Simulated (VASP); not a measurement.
Input of a VASP 6.6.1 run:

Contents of INCAR:

```
PREC     = Accurate       # precision mode
ENCUT    = 520            # plane-wave cutoff, eV
EDIFF    = 1E-6           # SCF threshold, eV
ISMEAR   = 0              # smearing method
SIGMA    = 0.05           # smearing width, eV
LREAL    = Auto         
LASPH    = T              # aspherical terms in the spheres
NELM     = 150            # most SCF steps
ALGO     = Normal         # electronic algorithm
ISIF     = 2              # what is computed and relaxed
LWAVE    = F              # write WAVECAR
LCHARG   = F              # write CHGCAR
ISPIN    = 2              # spin polarisation
MAGMOM   = 0 0 0 0 0 0 0 0 0 0 0 0 0 0 0 0 0 # initial moments
LORBIT   = 11             # projections on sites
GGA      = PE             # functional
IVDW     = 12             # dispersion correction
NBANDS   = 52             # bands
```

Contents of KPOINTS:

```
regular mesh
0
Gamma
  2 2 2
```

Contents of POSCAR:

```
Si16C
1.0
    0.0000000000      5.4300000000      5.4300000000
    5.4300000000      0.0000000000      5.4300000000
    5.4300000000      5.4300000000      0.0000000000
Si C
16 1
Direct
    0.0317451197     -0.0299186004      0.0089865562
    0.1570116022      0.1063237569      0.1213981584
    0.0229197053     -0.0263734807      0.4949011050
    0.0780850829      0.1288257827      0.6516340700
    0.0248860037      0.4799478821     -0.0030027624
    0.1537080110      0.5962244015      0.1268908840
    0.0036958564      0.4973050645      0.4986910681
    0.1544771639      0.5982745856      0.6231090239
    0.5312269797     -0.0312562615      0.0020395028
    0.6590902394      0.0784086556      0.1401885820
    0.4093154696      0.1797786372      0.4817044199
    0.6498744936      0.1139389503      0.6325496317
    0.5269158379      0.4686532228      0.0009510129
    0.6500073665      0.5954810313      0.1248388582
    0.5308253223      0.4866669429      0.4966032228
    0.6343892265      0.6459744936      0.6059595764
    0.5851793738      0.9285992634      0.4371613260
```

Potentials or basis: VASP PAW PBE potentials, release 64 (Si, C).

Command:

```console
$ cat potpaw_PBE.64/Si/POTCAR potpaw_PBE.64/C/POTCAR > POTCAR
$ mpirun -np 1 vasp_std > vasp.out
```

**Question.** Predict the largest force.

**Answer.** 0.352 eV/Å.

**Question.** Estimate the pressure.

**Answer.** 0.4 GPa.

Forces on the atoms (eV/Å):
```
Si  -0.017 -0.001  0.002
Si   0.026 -0.007 -0.021
Si   0.043 -0.040 -0.041
Si  -0.026  0.067  0.052
Si  -0.006 -0.006  0.001
Si  -0.008 -0.006  0.001
Si  -0.034  0.021  0.025
Si   0.022 -0.003  0.015
Si   0.016 -0.001 -0.031
Si  -0.040  0.023 -0.054
Si   0.031  0.168  0.033
Si   0.198 -0.007  0.065
Si   0.003  0.031 -0.040
Si   0.003 -0.001 -0.001
Si   0.063 -0.010  0.072
Si  -0.034  0.021 -0.011
C   -0.239 -0.249 -0.068
```

Caveat: the k points lie up to 0.50 Å⁻¹ apart.
